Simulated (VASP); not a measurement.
# AlN (I4/mmm) in VASP: notebook

Runs on AlN. Level: PBE. Tasks: single point.

Program: VASP 6.6.1. These are calculated values, not measurements. Logs are shortened: lines on timing, memory, paths and dates and some standing lists are left out, and cuts for length are marked.

## Step 1: The cell of the first run

Symmetry: I4/mmm, No. 139, tetragonal system. Conventional cell: a = 2.920 Å, b = 2.920 Å, c = 4.008 Å, α = 90.00°, β = 90.00°, γ = 90.00°. Within 2.7 Å of Al (site symmetry 4/mmm) lie 6 N at 2.00 to 2.07 Å. Within 2.7 Å of N (site symmetry 4/mmm) lie 6 Al at 2.00 to 2.07 Å.

## Step 2: Single point, PBE (strain +0.015 along x and y, -0.015 along z)

Contents of INCAR:

```
PREC = Accurate
ENCUT = 520
EDIFF = 1E-6
ISMEAR = 0
SIGMA = 0.05
LREAL = F
LASPH = T
NELM = 100
ALGO = Normal
ISIF = 2
LWAVE = F
LCHARG = F
GGA = PE
NBANDS = 11
```

Contents of KPOINTS:

```
Automatic mesh
0
Gamma
  10 10 10
```

Contents of POSCAR:

```
AlN
1.0
    0.0000000000      2.0650357700      2.0040002300
    2.0650357700      0.0000000000      2.0040002300
    2.0650357700      2.0650357700      0.0000000000
Al N
1 1
Direct
    0.5000000000      0.5000000000      0.5000000000
    0.0000000000      0.0000000000      0.0000000000
```

Potentials or basis: VASP PAW PBE potentials, release 64 (Al, N).

On the command line:

```
$ cat potpaw_PBE.64/Al/POTCAR potpaw_PBE.64/N/POTCAR > POTCAR
$ mpirun -np 1 vasp_std > vasp.out
```

OUTCAR:

```text
PREC = Accurate
   ENCUT = 520
   EDIFF = 1E-6
   ISMEAR = 0
   LREAL = F
   LASPH = T
   NELM = 100
   ISIF = 2
   GGA = PE

 ion  position               nearest neighbor table
   1  0.500  0.500  0.500-   2 2.00   2 2.00   2 2.07   2 2.07   2 2.07   2 2.07
   2  0.000  0.000  0.000-   1 2.00   1 2.00   1 2.07   1 2.07   1 2.07   1 2.07

  LATTYP: Found a body centered tetragonal cell.
 ALAT       =     2.9204015927
 C/A-ratio  =     1.3724141467

  Lattice vectors:

 A1 = (   0.0000000000,  -2.0650357700,  -2.0040002300)
 A2 = (   0.0000000000,   2.0650357700,  -2.0040002300)
 A3 = (   2.0650357700,   0.0000000000,   2.0040002300)

Analysis of symmetry for initial positions (statically):
=====================================================================
 Subroutine PRICEL returns:
 Original cell was already a primitive cell.

 Routine SETGRP: Setting up the symmetry group for a
 body centered tetragonal supercell.

 Subroutine GETGRP returns: Found 16 space group operations
 (whereof 16 operations were pure point group operations)
 out of a pool of 16 trial point group operations.

The static configuration has the point symmetry D_4h.

Analysis of symmetry for dynamics (positions and initial velocities):
=====================================================================
 Subroutine PRICEL returns:
 Original cell was already a primitive cell.

 Routine SETGRP: Setting up the symmetry group for a
 body centered tetragonal supercell.

 Subroutine GETGRP returns: Found 16 space group operations
 (whereof 16 operations were pure point group operations)
 out of a pool of 16 trial point group operations.

The dynamic configuration has the point symmetry D_4h.

 Subroutine INISYM returns: Found 16 space group operations
 (whereof 16 operations are pure point group operations),
 and found     1 'primitive' translations

----------------------------------------------------------------------------------------

                                     Primitive cell

  volume of cell :      17.0916

  direct lattice vectors                    reciprocal lattice vectors
     0.000000000  2.065035770  2.004000230    -0.242126556  0.242126556  0.249500969
     2.065035770  0.000000000  2.004000230     0.242126556 -0.242126556  0.249500969
     2.065035770  2.065035770  0.000000000     0.242126556  0.242126556 -0.249500969

  length of vectors
     2.877566620  2.877566620  2.920401593     0.423675905  0.423675905  0.423675905

  position of ions in fractional coordinates (direct lattice)
     0.500000000  0.500000000  0.500000000
     0.000000000  0.000000000  0.000000000

  ion indices of the primitive-cell ions
   primitive index   ion index
                 1           1
                 2           2

----------------------------------------------------------------------------------------

 KPOINTS: Automatic mesh

Automatic generation of k-mesh.
 Grid dimensions read from file:
 generate k-points for:   10   10   10

 Generating k-lattice:

  Cartesian coordinates                     Fractional coordinates (reciprocal lattice)
    -0.024212656  0.024212656  0.024950097     0.100000000  0.000000000  0.000000000
     0.024212656 -0.024212656  0.024950097     0.000000000  0.100000000  0.000000000
     0.024212656  0.024212656 -0.024950097    -0.000000000 -0.000000000  0.100000000

  Length of vectors
     0.042367590  0.042367590  0.042367590

  Shift w.r.t. Gamma in fractional coordinates (k-lattice)
     0.000000000  0.000000000  0.000000000

 Subroutine IBZKPT returns following result:
 ===========================================

 Found    102 irreducible k-points:

 Following reciprocal coordinates:
            Coordinates               Weight
  0.000000  0.000000  0.000000      1.000000
  0.100000  0.000000  0.000000      8.000000
  0.200000  0.000000  0.000000      8.000000
  0.300000  0.000000  0.000000      8.000000
  0.400000  0.000000  0.000000      8.000000
  0.500000  0.000000  0.000000      4.000000
[... 16 lines left out ...]
  0.300000  0.300000  0.000000      2.000000
  0.400000  0.300000  0.000000      8.000000
 [... further k-points ...]
   k-points           NKPTS =    102   k-points in BZ     NKDIM =    102   number of bands    NBANDS=     11
   number of dos      NEDOS =    301   number of ions     NIONS =      2
   total plane-waves  NPLWV =  13824
   dimension x,y,z NGX =    24 NGY =   24 NGZ =   24
   dimension x,y,z NGXF=    48 NGYF=   48 NGZF=   48
   ions per type =               1   1
   NGX,Y,Z   is equivalent  to a cutoff of  13.87, 13.87, 13.66 a.u.
   NGXF,Y,Z  is equivalent  to a cutoff of  27.73, 27.73, 27.32 a.u.
 SYSTEM =  unknown system
   PREC   = accura    normal or accurate (medium, high low for compatibility)
   ISTART =      0    job   : 0-new  1-cont  2-samecut
   ICHARG =      2    charge: 1-file 2-atom 10-const
   ISPIN  =      1    spin polarized calculation?
   LNONCOLLINEAR =      F non collinear calculations
   LSORBIT =      F    spin-orbit coupling
   LASPH  =      T    aspherical Exc in radial PAW
   ENCUT  =  520.0 eV  38.22 Ry    6.18 a.u.   5.35  5.35  5.43*2*pi/ulx,y,z
   NELM   =    100;   NELMIN=  2; NELMDL= -5     # of ELM steps
   EDIFF  = 0.1E-05   stopping-criterion for ELM
   LREAL  =      F    real-space projection
   EDIFFG = 0.1E-04   stopping-criterion for IOM
   NSW    =      0    number of steps for IOM
   IBRION =     -1    ionic relax: 0-MD 1-quasi-New 2-CG
   NFREE  =      0    steps in history (QN), initial steepest desc. (CG)
   ISIF   =      2    stress and relaxation
   ISYM   =      2    0-nonsym 1-usesym 2-fastsym
   POTIM  = 0.5000    time-step for ionic-motion
   TEBEG  =    0.0;   TEEND  =   0.0 temperature during run
   PSTRESS=    0.0 pullay stress
   NELECT =       8.0000    total number of electrons
   NUPDOWN=      -1.0000    fix difference up-down
   EMIN   =  10.00;   EMAX   =-10.00  energy-range for DOS
   EFERMI =   0.00;   METHOD = LEGACY
   ISMEAR =     0;   SIGMA  =   0.05  broadening in eV -4-tet -1-fermi 0-gaus
   EFERMI_NEDOS =   21; number of points for ismear=-14 and -15
   IALGO  =     38    algorithm
   IMIX   =      4    mixing-type and parameters
     AMIX     =   0.40;   BMIX     =  1.00
     AMIX_MAG =   1.60;   BMIX_MAG =  1.00
  volume/ion in A,a.u.               =       8.55        57.67
  Fermi-wavevector in a.u.,A,eV,Ry     =   1.271093  2.402017 21.982612  1.615676
  Thomas-Fermi vector in A             =   2.404044
   LORBIT       =      0    0 simple, 1 ext, 2 COOP (PROOUT), +10 PAW based schemes
   GGA     = PE    functional components
   LHFCALC =     F    Hartree Fock is set to
   AEXX    =    0.0000 exact exchange contribution
   IVDW    =     0    specifies the selected vdW correction
   LEPSILON=     F    determine dielectric tensor
   LRPA    =     F    only Hartree local field effects (RPA)
 non-spin polarized calculation
 Gauss-broadening in eV      SIGMA  =   0.05
  energy-cutoff  :      520.00
  volume of cell :       17.09
 maximum number of plane-waves:       479
 NGX is ok and might be reduce to    24
   NGX = 11   NGY = 11   NGZ = 11

 number of electron       8.0000001 magnetization

 Free energy of the ion-electron system (eV)
  ---------------------------------------------------
  ext. energy  EPLUGINS =         0.00000000
  ---------------------------------------------------
  free energy    TOTEN  =       -14.53557828 eV

  energy without entropy =      -14.53557828  energy(sigma->0) =      -14.53557828

 E-fermi :   9.8048     XC(G=0): -12.1270

 val. band max:        9.6039426802   @ k =   0.0000   0.0000   0.0000
 cond. band min:      13.6558723268   @ k =   0.5000   0.5000   0.0000
 fundamental gap:      4.0519296466
 Fermi energy:         9.8047983206

 k-point     1 :       0.0000    0.0000    0.0000
  band No.  band energies     occupation
      1      -7.7215      2.00000
      2       9.3760      2.00000
      3       9.6039      2.00000
      4       9.6039      2.00000
      5      14.7179      0.00000
      6      21.4695      0.00000
      7      21.4695      0.00000
      8      21.8591      0.00000
      9      26.5941      0.00000
     10      26.6524      0.00000
     11      27.4157      0.00000

 k-point     2 :       0.1000    0.0000    0.0000
  band No.  band energies     occupation
      1      -7.5231      2.00000
      2       8.4971      2.00000
      3       9.3657      2.00000
      4       9.4729      2.00000
      5      15.3693      0.00000
      6      20.6804      0.00000
      7      21.7320      0.00000
      8      22.0220      0.00000
      9      25.0266      0.00000
     10      25.7271      0.00000
     11      27.3828      0.00000

 k-point     3 :       0.2000    0.0000    0.0000
  band No.  band energies     occupation
      1      -6.9461      2.00000
      2       6.4050      2.00000
      3       9.1126      2.00000
      4       9.1561      2.00000
      5      16.0966      0.00000
      6      20.0902      0.00000
      7      21.6869      0.00000
      8      22.2425      0.00000
      9      24.7250      0.00000
     10      25.0149      0.00000
     11      26.6937      0.00000

 k-point     4 :       0.3000    0.0000    0.0000
  band No.  band energies     occupation
      1      -6.0647      2.00000
      2       4.1443      2.00000
      3       8.8067      2.00000
      4       8.8379      2.00000
      5      15.9299      0.00000
      6      20.8446      0.00000
      7      20.8739      0.00000
      8      21.5542      0.00000
      9      25.7952      0.00000
     10      26.3600      0.00000
     11      26.4711      0.00000

 k-point     5 :       0.4000    0.0000    0.0000
  band No.  band energies     occupation
      1      -5.0930      2.00000
      2       2.2563      2.00000
      3       8.5507      2.00000
      4       8.6354      2.00000
      5      15.5688      0.00000
      6      20.1733      0.00000
      7      20.8770      0.00000
      8      21.9186      0.00000
      9      25.3754      0.00000
     10      28.5420      0.00000
     11      28.5781      0.00000
[... 211 lines left out ...]
 k-point    21 :      -0.3000    0.2000    0.0000
  band No.  band energies     occupation
      1      -4.9239      2.00000
      2       3.4351      2.00000
      3       6.0113      2.00000
      4       8.3963      2.00000
      5      17.3286      0.00000
      6      19.2285      0.00000
      7      20.7338      0.00000
      8      21.3418      0.00000
      9      26.1600      0.00000
     10      28.1779      0.00000
     11      30.3335      0.00000

 k-point    22 :      -0.2000    0.2000    0.0000
  band No.  band energies     occupation
      1      -5.8152      2.00000
      2       4.8341      2.00000
      3       6.6308      2.00000
      4       8.8598      2.00000
      5      17.7929      0.00000
      6      19.5158      0.00000
      7      19.9398      0.00000
      8      21.5274      0.00000
      9      24.2172      0.00000
     10      28.2339      0.00000
     11      30.1954      0.00000

 k-point    23 :       0.3000    0.3000    0.0000
  band No.  band energies     occupation
      1      -5.4558      2.00000
      2       4.7998      2.00000
      3       7.4844      2.00000
      4       7.4844      2.00000
      5      16.0534      0.00000
      6      16.1370      0.00000
      7      21.1664      0.00000
      8      24.5312      0.00000
      9      24.5312      0.00000
     10      29.4624      0.00000
     11      33.2406      0.00000

 k-point    24 :       0.4000    0.3000    0.0000
  band No.  band energies     occupation
      1      -4.7147      2.00000
      2       3.8125      2.00000
      3       6.7772      2.00000
      4       7.2144      2.00000
      5      15.3538      0.00000
      6      16.2229      0.00000
      7      21.5626      0.00000
      8      24.4767      0.00000
      9      25.2538      0.00000
     10      30.8174      0.00000
     11      33.9734      0.00000

 [... further k-points ...]
[... 5 lines left out ...]
  --------------------------------------------------------------------------------------
  -------------------------------------------------------------------------------------
  Total       -0.6000901     -0.6000901      0.1852591      0.0000000     -0.0000000      0.0000000
  in kB      -56.2528000    -56.2528000     17.3662967      0.0000000     -0.0000000      0.0000000
  external PRESSURE =     -31.7131011 kB  Pullay stress =       0.0000000 kB

 VOLUME and BASIS-vectors are now :
 -----------------------------------------------------------------------------
  energy-cutoff  :      520.00
  volume of cell :       17.09
      direct lattice vectors                 reciprocal lattice vectors
     0.000000000  2.065035770  2.004000230    -0.242126556  0.242126556  0.249500969
     2.065035770  0.000000000  2.004000230     0.242126556 -0.242126556  0.249500969
     2.065035770  2.065035770  0.000000000     0.242126556  0.242126556 -0.249500969

 POSITION                                       TOTAL-FORCE (eV/Angst)
 -----------------------------------------------------------------------------------
      2.06504      2.06504      2.00400        -0.000000      0.000000      0.000000
      0.00000      0.00000      0.00000         0.000000     -0.000000     -0.000000
 -----------------------------------------------------------------------------------
    total drift:                                0.000000     -0.000000     -0.000000

  FREE ENERGIE OF THE ION-ELECTRON SYSTEM (eV)
  ---------------------------------------------------
  free  energy   TOTEN  =       -14.5355782833 eV

  energy  without entropy=      -14.5355782833  energy(sigma->0) =      -14.53557828
```

Run time: 6.6 s. Hardware: 1 thread of Intel Xeon 6975P-C (Granite Rapids), shared host; peak memory 0.14 GiB.

Results:

- Free energy: -14.5356 eV
- Pressure: -3.2 GPa
- Band gap on the k mesh: 4.05 eV, indirect (least direct gap 5.11 eV)

Levels at points of the mesh, in eV from the valence-band top:
```tsv
k point	band 1	band 2	band 3	band 4	band 5	band 6	band 7	band 8	band 9
(0.00, 0.00, 0.00)	-17.33	-0.23	0.00	0.00	5.11	11.87	11.87	12.26	16.99
(0.50, 0.00, 0.00)	-14.20	-8.16	-1.15	-1.04	5.82	10.33	11.04	12.71	15.68
(0.50, 0.50, 0.00)	-13.11	-7.14	-2.93	-2.93	4.05	5.10	13.82	16.44	16.44
(0.50, 0.00, 0.50)	-13.35	-7.27	-2.90	-2.52	4.31	5.39	13.43	16.27	17.25
```

Caveat: the cell differs from its parent crystal (strain +0.015 along x and y, -0.015 along z). A k mesh can miss the band edges.

## Step 3: Single point, PBE (strain +0.000 along x and y, +0.030 along z)

Contents of INCAR:

```
SYSTEM = AlN
  PREC = Accurate
  ENCUT = 520
  EDIFF = 1E-7
  ISMEAR = 0
  SIGMA = 0.05
  LREAL = .False.
  LASPH = .True.
  NELM = 100
  ALGO = Normal
  ISIF = 2
  LWAVE = .False.
  LCHARG = .False.
  GGA = PE
  NBANDS = 11
```

Contents of KPOINTS:

```
regular mesh
0
Gamma
  10 10 10
  0 0 0
```

Contents of POSCAR:

```
AlN
1.0
    0.0000000000      2.0345180000      2.0955535400
    2.0345180000      0.0000000000      2.0955535400
    2.0345180000      2.0345180000      0.0000000000
Al N
1 1
Direct
    0.5000000000      0.5000000000      0.5000000000
    0.0000000000      0.0000000000      0.0000000000
```

Potentials or basis: VASP PAW PBE potentials, release 64 (Al, N).

On the command line:

```
$ cat potpaw_PBE.64/Al/POTCAR potpaw_PBE.64/N/POTCAR > POTCAR
$ mpirun -np 1 vasp_std > vasp.out
```

It took 7.3 s on 1 thread of Intel Xeon 6975P-C (Granite Rapids), shared host; peak memory 0.14 GiB.

It converged, with:

- Free energy: -14.5286 eV
- Pressure: -6.6 GPa
- Band gap on the k mesh: 3.93 eV, indirect (least direct gap 4.85 eV)

Stress tensor (GPa, compression positive):
```
 -4.68   0.00   0.00
  0.00  -4.68   0.00
  0.00   0.00 -10.57
```

Levels at points of the mesh, in eV from the valence-band top:
| k point | band 1 | band 2 | band 3 | band 4 | band 5 | band 6 | band 7 | band 8 |
| --- | --- | --- | --- | --- | --- | --- | --- | --- |
| (0.00, 0.00, 0.00) | -17.26 | -0.21 | -0.21 | 0.00 | 4.85 | 11.63 | 12.01 | 12.01 |
| (0.50, 0.00, 0.00) | -14.19 | -8.13 | -1.18 | -1.07 | 5.67 | 10.21 | 10.80 | 12.42 |
| (0.50, 0.50, 0.00) | -13.44 | -7.27 | -2.67 | -2.67 | 4.21 | 5.43 | 13.07 | 16.58 |
| (0.50, 0.00, 0.50) | -13.20 | -7.16 | -3.06 | -2.69 | 3.93 | 5.16 | 13.45 | 15.79 |

Caveat: the cell differs from its parent crystal (strain +0.000 along x and y, +0.030 along z).

## Step 4: Single point, PBE (strain +0.030 along x and y, +0.000 along z)

Contents of INCAR:

```
ALGO = Normal ; EDIFF = 1E-6
ENCUT = 520 ; GGA = PE
ISIF = 2 ; ISMEAR = 0
LASPH = True ; LCHARG = True
LELF = True ; LREAL = False
LVHAR = True ; LWAVE = False
NBANDS = 11 ; NELM = 60
PREC = Accurate ; SIGMA = 0.05
```

Contents of KPOINTS:

```
k-points
0
Gamma
  10 10 10
```

Contents of POSCAR:

```
AlN
1.0
    0.0000000000      2.0955535400      2.0345180000
    2.0955535400      0.0000000000      2.0345180000
    2.0955535400      2.0955535400      0.0000000000
Al N
1 1
Direct
    0.5000000000      0.5000000000      0.5000000000
    0.0000000000      0.0000000000      0.0000000000
```

On the command line:

```
$ cat potpaw_PBE.64/Al/POTCAR potpaw_PBE.64/N/POTCAR > POTCAR
$ mpirun -np 1 vasp_std > vasp.out
```

Run time: 6.4 s. Hardware: 1 thread of Intel Xeon 6975P-C (Granite Rapids), shared host; peak memory 0.14 GiB.

It converged, with:

```yaml
Free_energy: -14.4965 eV
Pressure: -12.9 GPa
Band_gap_on_the_k_mesh: 3.66 eV, indirect (least direct gap 4.51 eV)
```

Stress tensor (GPa, compression positive):
```
-14.62   0.00   0.00
  0.00 -14.62   0.00
  0.00   0.00  -9.36
```

Levels at points of the mesh, in eV from the valence-band top:
| k point | band 1 | band 2 | band 3 | band 4 | band 5 | band 6 | band 7 | band 8 |
| --- | --- | --- | --- | --- | --- | --- | --- | --- |
| (0.00, 0.00, 0.00) | -16.94 | -0.23 | 0.00 | 0.00 | 4.51 | 11.72 | 11.72 | 12.10 |
| (0.50, 0.00, 0.00) | -13.98 | -7.89 | -1.06 | -0.97 | 5.55 | 10.00 | 10.67 | 12.05 |
| (0.50, 0.50, 0.00) | -12.96 | -6.86 | -2.81 | -2.81 | 3.66 | 5.17 | 13.30 | 15.77 |
| (0.50, 0.00, 0.50) | -13.19 | -6.98 | -2.79 | -2.42 | 3.90 | 5.45 | 12.91 | 15.62 |

Caveat: the cell differs from its parent crystal (strain +0.030 along x and y, +0.000 along z).

(Continued in part 2 of 2.)
